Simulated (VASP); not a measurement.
Here is a VASP 6.6.1 calculation.

File INCAR:

```
SYSTEM = Cd
PREC     = Accurate       ! precision mode
ENCUT    = 520            ! plane-wave cutoff, eV
EDIFF    = 1E-6           ! SCF threshold, eV
ISMEAR   = -1             ! smearing method
SIGMA    = 0.1            ! smearing width, eV
LREAL    = .False.        ! projectors in reciprocal space
LASPH    = .True.         ! aspherical terms in the spheres
NELM     = 100            ! most SCF steps
ALGO     = Normal         ! electronic algorithm
ISIF     = 2              ! what is computed and relaxed
LWAVE    = .False.        ! write WAVECAR
LCHARG   = .False.        ! write CHGCAR
GGA      = PS             ! functional
NBANDS   = 19             ! bands
```

The input KPOINTS:

```
regular mesh
0
Gamma
  20 20 9
  0 0 0
```

Contents of POSCAR:

```
Cd
1.0
    2.8471244438      0.0000000000      0.0000000000
   -1.4235622219      2.4656820961      0.0000000000
    0.0000000000      0.0000000000      5.5698252307
Cd
2
Direct
    0.3333333333      0.6666666667      0.2500000000
    0.6666666667      0.3333333333      0.7500000000
```

Potentials or basis: VASP PAW PBE potentials, release 64 (Cd).

The run is started by

```bash
$ cat potpaw_PBE.64/Cd/POTCAR > POTCAR
$ mpirun -np 1 vasp_std > vasp.out
```

**Question.** What does it give for the pressure?

**Answer.** 7.2 GPa.

**Question.** Predict the band gap on the k mesh.

**Answer.** Zero (bands 12 and 13 overlap by 4.84 eV).

Stress tensor (GPa, compression positive):
```
8.80 0.00 0.00
0.00 8.80 0.00
0.00 0.00 4.06
```

Caveat: the cell stands under pressure; the PAW data sets were made with another functional, which shifts forces and pressure a little.
